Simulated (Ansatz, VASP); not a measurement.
**Ga3As2P in VASP and in Ansatz**

File INCAR:

```
ALGO = Normal
EDIFF = 1E-7
ENCUT = 520
GGA = PE
ISIF = 2
ISMEAR = 0
LASPH = True
LCHARG = False
LREAL = False
LWAVE = False
NBANDS = 36
NELM = 60
PREC = Accurate
SIGMA = 0.1
```

The input KPOINTS:

```
k-points
0
Gamma
  6 6 2
```

File POSCAR:

```
Ga3As2P
1.0
    4.0049452000      0.0000000000      0.0000000000
   -2.0024726000      3.4683843000      0.0000000000
    0.0000000000      0.0000000000      9.8151662000
Ga P As
3 1 2
Direct
    0.0000000000      0.0000000000      0.9934220000
    0.3333333000      0.6666667000      0.6733740000
    0.6666667000      0.3333333000      0.3335100000
    0.3333333000      0.6666667000      0.9166650000
    0.6666667000      0.3333333000      0.5862710000
    0.0000000000      0.0000000000      0.2467580000
```

Input for Ansatz:

```yaml
crystal:
  lattice:
    - [4.0049452, 0.0, 0.0]
    - [-2.0024726, 3.4683843, 0.0]
    - [0.0, 0.0, 9.8151662]
  atoms:
    - { symbol: Ga, position: [0.0, 0.0, 0.993422] }
    - { symbol: Ga, position: [0.3333333, 0.6666667, 0.673374] }
    - { symbol: Ga, position: [0.6666667, 0.3333333, 0.33351] }
    - { symbol: P, position: [0.3333333, 0.6666667, 0.916665] }
    - { symbol: As, position: [0.6666667, 0.3333333, 0.586271] }
    - { symbol: As, position: [0.0, 0.0, 0.246758] }
basis:
  ecutwfc: 420
kpoints:
  mp_grid: { grid: [6, 6, 2] }
hamiltonian:
  xc: pbe
scf:
  occupations: { method: gaussian, width: 0.1 }
  lower_state_search: "off"
output:
  forces: true
  stress: true
  eigenvalues: true
```

Alike in both runs: task single point; functional PBE; k mesh 6 × 6 × 2; occupations gaussian, width 0.1 eV; no spin polarisation.

```csv
,VASP,Ansatz
version,VASP 6.6.1,Ansatz 0.2.0
potentials or method,"VASP PAW PBE potentials, release 64 (Ga_d, P, As), cutoff 520 eV","scalar-relativistic, plane waves, PAW"
valence electrons in the cell,54,74
```

|  | VASP | Ansatz | Ansatz less VASP |
| --- | --- | --- | --- |
| gap on the k mesh at the Fermi level (eV) | 0.52 | 0.52 | +0.001 |
| least direct gap on the mesh (eV) | 0.52 | 0.52 | +0.001 |
| pressure (GPa) | 0.1 | 0.0 | -0.12 |
| traceless stress, the component that is largest in VASP (GPa) | -0.15 | -0.14 | +0.003 |
| rms of the force components (eV/Å) | 0.004 | 0.001 | -0.0027 |

Atom by atom the forces differ by 0.004 eV/Å (rms over components). VASP's potentials hold 54 valence electrons a cell and Ansatz's 74, so a difference there can come from the potentials and not from the codes.
